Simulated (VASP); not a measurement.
# MnO2 (P-3m1) in VASP: a series of runs

Runs on MnO2. Level: PBEsol. Tasks: single point.

Program: VASP 6.6.1. These are calculated values, not measurements. Logs are shortened: lines on timing, memory, paths and dates and some standing lists are left out, and cuts for length are marked.

## 1. The cell of the first run

The structure is trigonal, space group P-3m1 (No. 164). The conventional cell has a = 2.857 Å, b = 2.857 Å, c = 4.601 Å, α = 90.00°, β = 90.00°, γ = 120.00°. Mn (site symmetry -3m) has 6 O at 1.90 Å within 2.5 Å. Within 2.5 Å of O (site symmetry 3m) lie 3 Mn at 1.90 Å.

## 2. Single point, PBEsol, collinear spin, ferromagnetic start

INCAR

```
PREC     = Accurate       # precision mode
ENCUT    = 520            # plane-wave cutoff, eV
EDIFF    = 1E-6           # SCF threshold, eV
ISMEAR   = -1             # smearing method
SIGMA    = 0.05           # smearing width, eV
LREAL    = F              # projectors in reciprocal space
LASPH    = T              # aspherical terms in the spheres
NELM     = 150            # most SCF steps
ALGO     = Normal         # electronic algorithm
ISIF     = 2              # what is computed and relaxed
LWAVE    = F              # write WAVECAR
LCHARG   = F              # write CHGCAR
ISPIN    = 2              # spin polarisation
MAGMOM   = 4 0 0          # initial moments
LORBIT   = 11             # projections on sites
LMAXMIX  = 4              # l up to which the mixer works
GGA      = PS             # functional
NBANDS   = 24             # bands
```

KPOINTS

```
Automatic mesh
0
Gamma
  9 9 5
```

POSCAR

```
MnO2
1.0
    2.8565781804      0.0000000000      0.0000000000
   -1.4282890902      2.4738692722      0.0000000000
    0.0000000000      0.0000000000      4.6013740589
Mn O
1 2
Direct
    0.0000000000      0.0000000000      0.5000000000
    0.3333333333      0.6666666667      0.7044671758
    0.6666666667      0.3333333333      0.2955328242
```

Potentials or basis: VASP PAW PBE potentials, release 64 (Mn_pv, O).

Started as:

```bash
cat potpaw_PBE.64/Mn_pv/POTCAR potpaw_PBE.64/O/POTCAR > POTCAR
mpirun -np 1 vasp_std > vasp.out
```

OUTCAR:

```text
PREC = Accurate
   ENCUT = 520
   EDIFF = 1E-6
   ISMEAR = -1
   LREAL = F
   LASPH = T
   NELM = 150
   ISIF = 2
   ISPIN = 2
   LORBIT = 11
   GGA = PS

 ion  position               nearest neighbor table
   1  0.000  0.000  0.500-   2 1.90   3 1.90   3 1.90   2 1.90   3 1.90   2 1.90
   2  0.333  0.667  0.704-   1 1.90   1 1.90   1 1.90
   3  0.667  0.333  0.296-   1 1.90   1 1.90   1 1.90

  LATTYP: Found a hexagonal cell.
 ALAT       =     2.8565781804
 C/A-ratio  =     1.6107992739

  Lattice vectors:

 A1 = (   2.8565781804,   0.0000000000,   0.0000000000)
 A2 = (  -1.4282890902,   2.4738692722,   0.0000000000)
 A3 = (   0.0000000000,   0.0000000000,   4.6013740589)

Analysis of symmetry for initial positions (statically):
=====================================================================
 Subroutine PRICEL returns:
 Original cell was already a primitive cell.

 Routine SETGRP: Setting up the symmetry group for a
 hexagonal supercell.

 Subroutine GETGRP returns: Found 12 space group operations
 (whereof 12 operations were pure point group operations)
 out of a pool of 24 trial point group operations.

The static configuration has the point symmetry D_3d.

Analysis of symmetry for dynamics (positions and initial velocities):
=====================================================================
 Subroutine PRICEL returns:
 Original cell was already a primitive cell.

 Routine SETGRP: Setting up the symmetry group for a
 hexagonal supercell.

 Subroutine GETGRP returns: Found 12 space group operations
 (whereof 12 operations were pure point group operations)
 out of a pool of 24 trial point group operations.

The dynamic configuration has the point symmetry D_3d.

Analysis of structural, dynamic, and magnetic symmetry:
=====================================================================
 Subroutine PRICEL returns:
 Original cell was already a primitive cell.

 Routine SETGRP: Setting up the symmetry group for a
 hexagonal supercell.

 Subroutine GETGRP returns: Found 12 space group operations
 (whereof 12 operations were pure point group operations)
 out of a pool of 24 trial point group operations.

The overall configuration has the point symmetry D_3d.

 Subroutine INISYM returns: Found 12 space group operations
 (whereof 12 operations are pure point group operations),
 and found     1 'primitive' translations

----------------------------------------------------------------------------------------

                                     Primitive cell
[... 118 lines left out ...]
   GGA     = PS    functional components
   LHFCALC =     F    Hartree Fock is set to
   AEXX    =    0.0000 exact exchange contribution
   IVDW    =     0    specifies the selected vdW correction
   LEPSILON=     F    determine dielectric tensor
   LRPA    =     F    only Hartree local field effects (RPA)
 spin polarized calculation
  energy-cutoff  :      520.00
  volume of cell :       32.52
 maximum number of plane-waves:       887
 NGX is ok and might be reduce to    24
   NGX = 11   NGY = 11   NGZ = 17

 number of electron      24.9999993 magnetization       2.9998723

 Free energy of the ion-electron system (eV)
  ---------------------------------------------------
  ext. energy  EPLUGINS =         0.00000000
  ---------------------------------------------------
  free energy    TOTEN  =       -25.05217433 eV

  energy without entropy =      -25.05214740  energy(sigma->0) =      -25.05216087

 E-fermi :   3.5720     XC(G=0): -11.0429

 val. band max:        3.2232202888   @ k =   0.0000   0.1111   0.4000
 cond. band min:       3.9031275520   @ k =   0.0000   0.0000   0.4000
 fundamental gap:      0.6799072632
 Fermi energy:         3.5720169835

 spin component 1

 k-point     1 :       0.0000    0.0000    0.0000
  band No.  band energies     occupation
      1     -46.9983      1.00000
      2     -46.9983      1.00000
      3     -46.9819      1.00000
      4     -16.4909      1.00000
      5     -14.0702      1.00000
      6      -3.1969      1.00000
[... 637 lines left out ...]
     23      24.2359      0.00000
     24      25.0121      0.00000

 [... further k-points ...]

 spin component 2

 k-point     1 :       0.0000    0.0000    0.0000
  band No.  band energies     occupation
      1     -43.9706      1.00000
      2     -43.9706      1.00000
      3     -43.7971      1.00000
      4     -16.3168      1.00000
      5     -13.9427      1.00000
      6      -2.3556      1.00000
[... 637 lines left out ...]
     23      24.6112      0.00000
     24      25.7909      0.00000

 [... further k-points ...]

------------------------ aborting loop because EDIFF is reached ----------------------------------------

  FORCE on cell =-STRESS in cart. coord.  units (eV):
  Direction    XX          YY          ZZ          XY          YZ          ZX
  --------------------------------------------------------------------------------------
  -------------------------------------------------------------------------------------
  Total       -0.1588436     -0.1588436      0.2754629     -0.0000000      0.0000000     -0.0000000
  in kB       -7.8265403     -7.8265403     13.5726079     -0.0000000      0.0000000     -0.0000000
  external PRESSURE =      -0.6934909 kB  Pullay stress =       0.0000000 kB

 VOLUME and BASIS-vectors are now :
 -----------------------------------------------------------------------------
  energy-cutoff  :      520.00
  volume of cell :       32.52
      direct lattice vectors                 reciprocal lattice vectors
     2.856578180  0.000000000  0.000000000     0.350069187  0.202112539  0.000000000
    -1.428289090  2.473869272  0.000000000     0.000000000  0.404225078  0.000000000
     0.000000000  0.000000000  4.601374059     0.000000000  0.000000000  0.217326387

 POSITION                                       TOTAL-FORCE (eV/Angst)
 -----------------------------------------------------------------------------------
      0.00000      0.00000      2.30069        -0.000000      0.000000      0.000000
     -0.00000      1.64925      3.24152         0.000000      0.000000      0.083369
      1.42829      0.82462      1.35986        -0.000000      0.000000     -0.083369
 -----------------------------------------------------------------------------------
    total drift:                                0.000000     -0.000000      0.000000

  FREE ENERGIE OF THE ION-ELECTRON SYSTEM (eV)
  ---------------------------------------------------
  free  energy   TOTEN  =       -25.0521743321 eV

  energy  without entropy=      -25.0521474003  energy(sigma->0) =      -25.05216087

 total charge

# of ion       s       p       d       tot
------------------------------------------
    1        0.363   6.481   4.941  11.785
    2        1.577   3.403   0.000   4.980
    3        1.577   3.403   0.000   4.980
--------------------------------------------------
tot          3.517  13.286   4.941  21.745

 magnetization (x)

# of ion       s       p       d       tot
------------------------------------------
    1        0.031   0.040   2.762   2.833
    2        0.004   0.039   0.000   0.043
    3        0.004   0.039   0.000   0.043
--------------------------------------------------
tot          0.038   0.118   2.762   2.918
```

stdout:

```text
POSCAR found type information on POSCAR MnO
 POSCAR found :  2 types and       3 ions
 scaLAPACK will be used
 -----------------------------------------------------------------------------
|                                                                             |
|                                                                             |
|     You enforced a specific xc type in the INCAR file but a different       |
|     I HOPE YOU KNOW WHAT YOU ARE DOING!                                     |
|                                                                             |
 -----------------------------------------------------------------------------

 LDA part: xc-table for (Slater+PW92), standard interpolation
 POSCAR, INCAR and KPOINTS ok, starting setup
 FFT: planning ... GRIDC
 FFT: planning ... GRID_SOFT
 FFT: planning ... GRID
 WAVECAR not read
 entering main loop
```

Wall time 98 s (1 thread of Intel Xeon Platinum 8259CL at 2.50GHz (Skylake/Cascade Lake), shared host); peak memory 0.2 GiB.

What came out:

```
Free energy                                           : -25.0522 eV
Pressure                                              : -0.1 GPa
Largest force                                         : 0.083 eV/Å
Band gap on the k mesh                                : 0.68 eV, indirect (least direct gap 0.74 eV)
Net moment                                            : 3.00 μB per cell
Site moments                                          : Mn +2.83; O +0.04 μB
Valence electrons inside the program's atomic spheres : Mn 11.79; O 4.98
```

Forces on the atoms (eV/Å):
```
Mn   0.000  0.000  0.000
O    0.000  0.000  0.083
O    0.000  0.000 -0.083
```

Caveat: the PAW data sets were made with another functional, which shifts forces and pressure a little; a cell with one magnetic atom can't hold antiferromagnetic order, which such compounds often take. A k mesh can miss the band edges.

## 3. Single point, PBEsol, collinear spin, ferromagnetic start

This run uses another cell than the first one, of 10.95 Å³/atom, 1.010 times its volume.

INCAR

```
SYSTEM = MnO2
ALGO     = Normal         ! electronic algorithm
EDIFF    = 1E-6           ! SCF threshold, eV
ENCUT    = 520            ! plane-wave cutoff, eV
GGA      = PS             ! functional
ISIF     = 2              ! what is computed and relaxed
ISMEAR   = -1             ! smearing method
ISPIN    = 2              ! spin polarisation
LASPH    = .TRUE.         ! aspherical terms in the spheres
LCHARG   = .FALSE.        ! write CHGCAR
LMAXMIX  = 4              ! l up to which the mixer works
LORBIT   = 11             ! projections on sites
LREAL    = .FALSE.        ! projectors in reciprocal space
LWAVE    = .FALSE.        ! write WAVECAR
MAGMOM   = 4 0 0          ! initial moments
NBANDS   = 24             ! bands
NELM     = 150            ! most SCF steps
PREC     = Accurate       ! precision mode
SIGMA    = 0.05           ! smearing width, eV
```

KPOINTS

```
k-points
0
G
  9 9 5
  0 0 0
```

POSCAR

```
MnO2
1.0
    2.8565781804      0.0000000000      0.0000000000
   -1.4282890902      2.4738692722      0.0000000000
    0.0000000000      0.0000000000      4.6473877995
Mn O
1 2
Direct
    0.0000000000      0.0000000000      0.5000000000
    0.3333333333      0.6666666667      0.7024987571
    0.6666666667      0.3333333333      0.2975012429
```

Potentials or basis: VASP PAW PBE potentials, release 64 (Mn_pv, O).

Started as:

```bash
cat potpaw_PBE.64/Mn_pv/POTCAR potpaw_PBE.64/O/POTCAR > POTCAR
mpirun -np 1 vasp_std > vasp.out
```

It took 91 s on 1 thread of Intel Xeon Platinum 8259CL at 2.50GHz (Skylake/Cascade Lake), shared host; peak memory 0.2 GiB.

It converged, with:

```
Free energy                                           : -25.0539 eV
Pressure                                              : -0.2 GPa
Largest force                                         : 0.084 eV/Å
Band gap on the k mesh                                : 0.69 eV, indirect (least direct gap 0.75 eV)
Net moment                                            : 3.00 μB per cell
Site moments                                          : Mn +2.83; O +0.04 μB
Valence electrons inside the program's atomic spheres : Mn 11.79; O 4.98
```

Forces on the atoms (eV/Å):
```
Mn   0.000  0.000  0.000
O    0.000  0.000  0.084
O    0.000  0.000 -0.084
```

Stress tensor (GPa, compression positive):
```
-0.84  0.00  0.00
 0.00 -0.84  0.00
 0.00  0.00  1.18
```

Levels at points of the mesh, in eV from the valence-band top:
Spin up:
| k point | band 10 | band 11 | band 12 | band 13 | band 14 | band 15 | band 16 | band 17 | band 18 | band 19 |
| --- | --- | --- | --- | --- | --- | --- | --- | --- | --- | --- |
| (0.00, 0.00, 0.00) | -2.42 | -1.50 | -1.50 | -1.29 | -0.34 | 2.85 | 2.85 | 6.94 | 10.17 | 14.46 |
Spin down:
```csv
k point,band 7,band 8,band 9,band 10,band 11,band 12,band 13,band 14,band 15,band 16
"(0.00, 0.00, 0.00)",-5.18,-5.18,-1.41,-1.41,-1.11,0.70,0.70,2.36,4.21,4.21
```

Caveat: the PAW data sets were made with another functional, which shifts forces and pressure a little; a cell with one magnetic atom can't hold antiferromagnetic order, which such compounds often take. A hybrid or GW would open this gap; PBEsol tends to underestimate it.
